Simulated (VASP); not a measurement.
# InP in VASP: a series of runs

The runs below take InP through single point, with PBEsol.

All numbers are computed with VASP 6.6.1; they aren't measurements. Logs are shortened: lines on timing, memory, paths and dates and some standing lists are left out, and cuts for length are marked.

**1. The cell of the first run**

The cell holds layers of an interface, 4 atoms: a = 4.156 Å, b = 4.156 Å, c = 5.874 Å, α = 90.00°, β = 90.00°, γ = 90.00°.

**2. Single point, PBEsol**

INCAR

```
SYSTEM = InP
PREC = Accurate ; ENCUT = 400
EDIFF = 1E-6 ; ISMEAR = -1
SIGMA = 0.05 ; LREAL = .FALSE.
LASPH = .TRUE. ; NELM = 120
ALGO = Normal ; ISIF = 2
LWAVE = .FALSE. ; LCHARG = .FALSE.
GGA = PS ; NBANDS = 26
GGA_COMPAT = .FALSE.
```

KPOINTS

```
regular mesh
0
G
  6 6 4
  0 0 0
```

POSCAR

```
InP
1.0
    2.9390050000      2.9390050000      0.0000000000
   -2.9390050000      2.9390050000      0.0000000000
    0.0000000000      0.0000000000      5.8738739094
In P
2 2
Direct
    0.0000000000      0.0000000000      0.0000000000
    0.5000000000      0.5000000000      0.5000000000
    0.5000000000      0.0000000000      0.2500000000
    0.0000000000      0.5000000000      0.7500000000
```

Potentials or basis: VASP PAW PBE potentials, release 64 (In_d, P).

Started as:

```bash
$ cat potpaw_PBE.64/In_d/POTCAR potpaw_PBE.64/P/POTCAR > POTCAR
$ mpirun -np 1 vasp_std > vasp.out
```

OUTCAR:

```text
SYSTEM = InP
   PREC = Accurate
   ENCUT = 400
   EDIFF = 1E-6
   ISMEAR = -1
   LREAL = .FALSE.
   LASPH = .TRUE.
   NELM = 120
   ISIF = 2
   GGA = PS

 ion  position               nearest neighbor table
   1  0.000  0.000  0.000-   3 2.54   4 2.54   4 2.54   3 2.54
   2  0.500  0.500  0.500-   3 2.54   4 2.54   3 2.54   4 2.54
   3  0.500  0.000  0.250-   1 2.54   2 2.54   2 2.54   1 2.54
   4  0.000  0.500  0.750-   1 2.54   2 2.54   1 2.54   2 2.54

  LATTYP: Found a simple tetragonal cell.
 ALAT       =     4.1563807309
 C/A-ratio  =     1.4132184441

  Lattice vectors:

 A1 = (   2.9390050000,   2.9390050000,   0.0000000000)
 A2 = (  -2.9390050000,   2.9390050000,   0.0000000000)
 A3 = (   0.0000000000,   0.0000000000,   5.8738739094)

Analysis of symmetry for initial positions (statically):
=====================================================================
 Subroutine PRICEL returns following result:

  LATTYP: Found a body centered tetragonal cell.
 ALAT       =     4.1563807309
 C/A-ratio  =     1.4132184441

  Lattice vectors:

 A1 = (   0.0000000000,  -2.9390050000,  -2.9369369547)
 A2 = (   0.0000000000,   2.9390050000,  -2.9369369547)
 A3 = (   2.9390050000,   0.0000000000,   2.9369369547)

   2 primitive cells build up your supercell.

 Routine SETGRP: Setting up the symmetry group for a
 simple tetragonal supercell.

 Subroutine GETGRP returns: Found  8 space group operations
 (whereof  8 operations were pure point group operations)
 out of a pool of 16 trial point group operations.

The static configuration has the point symmetry D_2d.

Analysis of symmetry for dynamics (positions and initial velocities):
=====================================================================
 Subroutine PRICEL returns following result:

  LATTYP: Found a body centered tetragonal cell.
 ALAT       =     4.1563807309
 C/A-ratio  =     1.4132184441

  Lattice vectors:

 A1 = (   0.0000000000,  -2.9390050000,  -2.9369369547)
 A2 = (   0.0000000000,   2.9390050000,  -2.9369369547)
 A3 = (   2.9390050000,   0.0000000000,   2.9369369547)

   2 primitive cells build up your supercell.

 Routine SETGRP: Setting up the symmetry group for a
 simple tetragonal supercell.

 Subroutine GETGRP returns: Found  8 space group operations
 (whereof  8 operations were pure point group operations)
 out of a pool of 16 trial point group operations.

The dynamic configuration has the point symmetry D_2d.

 Subroutine INISYM returns: Found  8 space group operations
 (whereof  8 operations are pure point group operations),
 and found     2 'primitive' translations

----------------------------------------------------------------------------------------

                                     Primitive cell

  volume of cell :      50.7371

  direct lattice vectors                    reciprocal lattice vectors
     0.000000000 -2.939005000 -2.936936955     0.170125604 -0.170125604 -0.170245398
     0.000000000  2.939005000 -2.936936955     0.170125604  0.170125604 -0.170245398
     2.939005000  0.000000000  2.936936955     0.340251207  0.000000000  0.000000000

  length of vectors
     4.154918659  4.154918659  4.154918659     0.294735369  0.294735369  0.340251207

  position of ions in fractional coordinates (direct lattice)
     0.000000000  0.000000000  0.000000000
     0.750000000  0.250000000  0.500000000

  ion indices of the primitive-cell ions
   primitive index   ion index
                 1           1
                 2           3

----------------------------------------------------------------------------------------

 KPOINTS: regular mesh

Automatic generation of k-mesh.
 Grid dimensions read from file:
 generate k-points for:    6    6    4

 Generating k-lattice:

  Cartesian coordinates                     Fractional coordinates (reciprocal lattice)
     0.028354267  0.028354267  0.000000000     0.166666667  0.000000000  0.000000000
    -0.028354267  0.028354267  0.000000000     0.000000000  0.166666667  0.000000000
     0.000000000  0.000000000  0.042561349     0.000000000  0.000000000  0.250000000

  Length of vectors
     0.040098989  0.040098989  0.042561349

  Shift w.r.t. Gamma in fractional coordinates (k-lattice)
     0.000000000  0.000000000  0.000000000

 Subroutine IBZKPT returns following result:
 ===========================================

 Found     30 irreducible k-points:

 Following reciprocal coordinates:
            Coordinates               Weight
  0.000000  0.000000  0.000000      1.000000
  0.166667  0.000000  0.000000      4.000000
  0.333333  0.000000  0.000000      4.000000
  0.500000  0.000000  0.000000      2.000000
  0.166667  0.166667  0.000000      4.000000
  0.333333  0.166667  0.000000      8.000000
[... 16 lines left out ...]
  0.333333  0.000000  0.500000      4.000000
  0.500000  0.000000  0.500000      2.000000
 [... further k-points ...]
   k-points           NKPTS =     30   k-points in BZ     NKDIM =     30   number of bands    NBANDS=     26
   number of dos      NEDOS =    301   number of ions     NIONS =      4
   total plane-waves  NPLWV =  31360
   dimension x,y,z NGX =    28 NGY =   28 NGZ =   40
   dimension x,y,z NGXF=    56 NGYF=   56 NGZF=   80
   ions per type =               2   2
   NGX,Y,Z   is equivalent  to a cutoff of  11.20, 11.20, 11.32 a.u.
   NGXF,Y,Z  is equivalent  to a cutoff of  22.40, 22.40, 22.64 a.u.
 SYSTEM =  InP
   PREC   = accura    normal or accurate (medium, high low for compatibility)
   ISTART =      0    job   : 0-new  1-cont  2-samecut
   ICHARG =      2    charge: 1-file 2-atom 10-const
   ISPIN  =      1    spin polarized calculation?
   LNONCOLLINEAR =      F non collinear calculations
   LSORBIT =      F    spin-orbit coupling
   LASPH  =      T    aspherical Exc in radial PAW
   ENCUT  =  400.0 eV  29.40 Ry    5.42 a.u.   6.78  6.78  9.58*2*pi/ulx,y,z
   NELM   =    120;   NELMIN=  2; NELMDL= -5     # of ELM steps
   EDIFF  = 0.1E-05   stopping-criterion for ELM
   LREAL  =      F    real-space projection
   EDIFFG = 0.1E-04   stopping-criterion for IOM
   NSW    =      0    number of steps for IOM
   IBRION =     -1    ionic relax: 0-MD 1-quasi-New 2-CG
   NFREE  =      0    steps in history (QN), initial steepest desc. (CG)
   ISIF   =      2    stress and relaxation
   ISYM   =      2    0-nonsym 1-usesym 2-fastsym
   POTIM  = 0.5000    time-step for ionic-motion
   TEBEG  =    0.0;   TEEND  =   0.0 temperature during run
   PSTRESS=    0.0 pullay stress
   NELECT =      36.0000    total number of electrons
   NUPDOWN=      -1.0000    fix difference up-down
   EMIN   =  10.00;   EMAX   =-10.00  energy-range for DOS
   EFERMI =   0.00;   METHOD = LEGACY
   ISMEAR =    -1;   SIGMA  =   0.05  broadening in eV -4-tet -1-fermi 0-gaus
   EFERMI_NEDOS =   21; number of points for ismear=-14 and -15
   IALGO  =     38    algorithm
   IMIX   =      4    mixing-type and parameters
     AMIX     =   0.40;   BMIX     =  1.00
     AMIX_MAG =   1.60;   BMIX_MAG =  1.00
  volume/ion in A,a.u.               =      25.37       171.20
  Fermi-wavevector in a.u.,A,eV,Ry     =   1.158930  2.190060 18.274243  1.343119
  Thomas-Fermi vector in A             =   2.295528
   LORBIT       =      0    0 simple, 1 ext, 2 COOP (PROOUT), +10 PAW based schemes
   GGA     = PS    functional components
   LHFCALC =     F    Hartree Fock is set to
   AEXX    =    0.0000 exact exchange contribution
   IVDW    =     0    specifies the selected vdW correction
   LEPSILON=     F    determine dielectric tensor
   LRPA    =     F    only Hartree local field effects (RPA)
 non-spin polarized calculation
  energy-cutoff  :      400.00
  volume of cell :      101.47
 maximum number of plane-waves:      1875
 NGX is ok and might be reduce to    28
   NGX = 13   NGY = 13   NGZ = 19

 number of electron      35.9999974 magnetization

 Free energy of the ion-electron system (eV)
  ---------------------------------------------------
  ext. energy  EPLUGINS =         0.00000000
  ---------------------------------------------------
  free energy    TOTEN  =       -18.30340820 eV

  energy without entropy =      -18.30334910  energy(sigma->0) =      -18.30337865

 E-fermi :   5.3236     XC(G=0):  -9.4434

 val. band max:        5.0076683539   @ k =   0.0000   0.0000   0.0000
 cond. band min:       5.5775504442   @ k =   0.0000   0.0000   0.0000
 fundamental gap:      0.5698820904
 Fermi energy:         5.3236207451

 k-point     1 :       0.0000    0.0000    0.0000
  band No.  band energies     occupation
      1      -9.3113      2.00000
      2      -9.1283      2.00000
      3      -9.1283      2.00000
      4      -9.1277      2.00000
      5      -9.0294      2.00000
      6      -9.0247      2.00000
[... 18 lines left out ...]
     25      13.3234      0.00000
     26      14.0549      0.00000

 k-point     2 :       0.1667    0.0000    0.0000
  band No.  band energies     occupation
      1      -9.2974      2.00000
      2      -9.1517      2.00000
      3      -9.1210      2.00000
      4      -9.1159      2.00000
      5      -9.0429      2.00000
      6      -9.0313      2.00000
[... 18 lines left out ...]
     25      12.9447      0.00000
     26      13.2786      0.00000

 k-point     3 :       0.3333    0.0000    0.0000
  band No.  band energies     occupation
      1      -9.2695      2.00000
      2      -9.1998      2.00000
      3      -9.1015      2.00000
      4      -9.0955      2.00000
      5      -9.0680      2.00000
      6      -9.0496      2.00000
[... 572 lines left out ...]
 k-point    23 :       0.3333    0.0000    0.5000
  band No.  band energies     occupation
      1      -9.2368      2.00000
      2      -9.2368      2.00000
      3      -9.0908      2.00000
      4      -9.0908      2.00000
      5      -9.0866      2.00000
      6      -9.0866      2.00000
[... 18 lines left out ...]
     25      11.4750      0.00000
     26      11.4750      0.00000

 k-point    24 :       0.5000    0.0000    0.5000
  band No.  band energies     occupation
      1      -9.2461      2.00000
      2      -9.2461      2.00000
      3      -9.0898      2.00000
      4      -9.0898      2.00000
      5      -9.0895      2.00000
      6      -9.0895      2.00000
[... 18 lines left out ...]
     25      11.9385      0.00000
     26      11.9385      0.00000

 [... further k-points ...]

------------------------ aborting loop because EDIFF is reached ----------------------------------------

  FORCE on cell =-STRESS in cart. coord.  units (eV):
  Direction    XX          YY          ZZ          XY          YZ          ZX
  --------------------------------------------------------------------------------------
  -------------------------------------------------------------------------------------
  Total        0.0317137      0.0317137     -0.0094442      0.0000000     -0.0000000      0.0000000
  in kB        0.5007291      0.5007291     -0.1491148      0.0000000     -0.0000000      0.0000000
  external PRESSURE =       0.2841145 kB  Pullay stress =       0.0000000 kB

 VOLUME and BASIS-vectors are now :
 -----------------------------------------------------------------------------
  energy-cutoff  :      400.00
  volume of cell :      101.47
      direct lattice vectors                 reciprocal lattice vectors
     2.939005000  2.939005000  0.000000000     0.170125604  0.170125604  0.000000000
    -2.939005000  2.939005000  0.000000000    -0.170125604  0.170125604  0.000000000
     0.000000000  0.000000000  5.873873909     0.000000000  0.000000000  0.170245398

 POSITION                                       TOTAL-FORCE (eV/Angst)
 -----------------------------------------------------------------------------------
      0.00000      0.00000      0.00000         0.000000      0.000000      0.000000
      0.00000      2.93900      2.93694         0.000000     -0.000000     -0.000000
      1.46950      1.46950      1.46847        -0.000000     -0.000000      0.000000
     -1.46950      1.46950      4.40541        -0.000000     -0.000000      0.000000
 -----------------------------------------------------------------------------------
    total drift:                               -0.000000      0.000000      0.000000

  FREE ENERGIE OF THE ION-ELECTRON SYSTEM (eV)
  ---------------------------------------------------
  free  energy   TOTEN  =       -18.3034081954 eV

  energy  without entropy=      -18.3033490990  energy(sigma->0) =      -18.30337865
```

It took 39 s on 1 thread of Intel Xeon 6975P-C, shared host; peak memory 0.2 GiB.

What came out:

```yaml
Free_energy: -18.3034 eV
Pressure: 0.0 GPa
Band_gap_on_the_k_mesh: 0.57 eV
```

Levels at points of the mesh, in eV from the valence-band top:
```csv
k point,band 16,band 17,band 18,band 19,band 20,band 21
"(0.00, 0.00, 0.00)",0.00,0.00,0.00,0.57,1.64,2.16
"(0.50, 0.00, 0.00)",-2.85,-1.03,-1.03,2.91,2.91,4.95
"(0.50, 0.50, 0.00)",-2.33,-2.33,-2.33,1.64,1.64,2.17
"(0.00, 0.00, 0.50)",-1.42,-1.42,-1.42,2.37,2.37,3.03
"(0.50, 0.00, 0.50)",-0.98,-0.97,-0.97,1.38,1.38,4.73
"(0.50, 0.50, 0.50)",-2.97,-2.93,-2.93,4.20,4.20,4.31
```

Caveat: the PAW data sets were made with another functional, which shifts forces and pressure a little; spin-orbit coupling is left out, which moves the levels of the heavy elements.

**3. Single point, PBEsol**

INCAR

```
SYSTEM = InP
  PREC = Accurate
  ENCUT = 400
  EDIFF = 1E-6
  ISMEAR = -1
  SIGMA = 0.05
  LREAL = .False.
  LASPH = .True.
  NELM = 120
  ALGO = Normal
  ISIF = 2
  LWAVE = .False.
  LCHARG = .False.
  GGA = PS
  NBANDS = 26
  GGA_COMPAT = .False.
```

KPOINTS

```
Automatic mesh
0
Gamma
  6 6 4
  0 0 0
```

Edit POSCAR of step 2 so:

```diff
@@ -4,3 +4,3 @@
    -2.9390050000      2.9390050000      0.0000000000
-    0.0000000000      0.0000000000      5.8738739094
+    0.0000000000      0.0000000000      5.8780100000
 In P
```

Potentials or basis: VASP PAW PBE potentials, release 64 (In_d, P).

Started as:

```bash
$ cat potpaw_PBE.64/In_d/POTCAR potpaw_PBE.64/P/POTCAR > POTCAR
$ mpirun -np 1 vasp_std > vasp.out
```

It took 41 s on 1 thread of Intel Xeon 6975P-C, shared host; peak memory 0.2 GiB.

It converged, with:

* Free energy: -18.3034 eV
* Pressure: 0.0 GPa
* Band gap on the k mesh: 0.57 eV

Levels at points of the mesh, in eV from the valence-band top:
```
           k point  band 14  band 15  band 16  band 17  band 18  band 19  band 20  band 21  band 22  band 23
(0.00, 0.00, 0.00)    -2.32    -2.32     0.00     0.00     0.00     0.57     1.64     2.16     4.01     4.01
(0.50, 0.00, 0.00)    -4.79    -2.84    -2.84    -1.03    -1.03     2.91     2.91     4.95     4.95     5.46
(0.50, 0.50, 0.00)    -5.78    -2.33    -2.33    -2.32    -2.32     1.65     1.65     2.16     2.16     9.04
(0.00, 0.00, 0.50)    -3.37    -1.41    -1.41    -1.41    -1.41     2.38     2.38     3.03     3.03     6.30
(0.50, 0.00, 0.50)    -5.76    -0.97    -0.97    -0.97    -0.97     1.38     1.38     4.73     4.73     4.73
(0.50, 0.50, 0.50)    -5.63    -2.97    -2.97    -2.93    -2.93     4.19     4.19     4.31     4.31     5.45
```

Caveat: the PAW data sets were made with another functional, which shifts forces and pressure a little; spin-orbit coupling is left out, which moves the levels of the heavy elements.
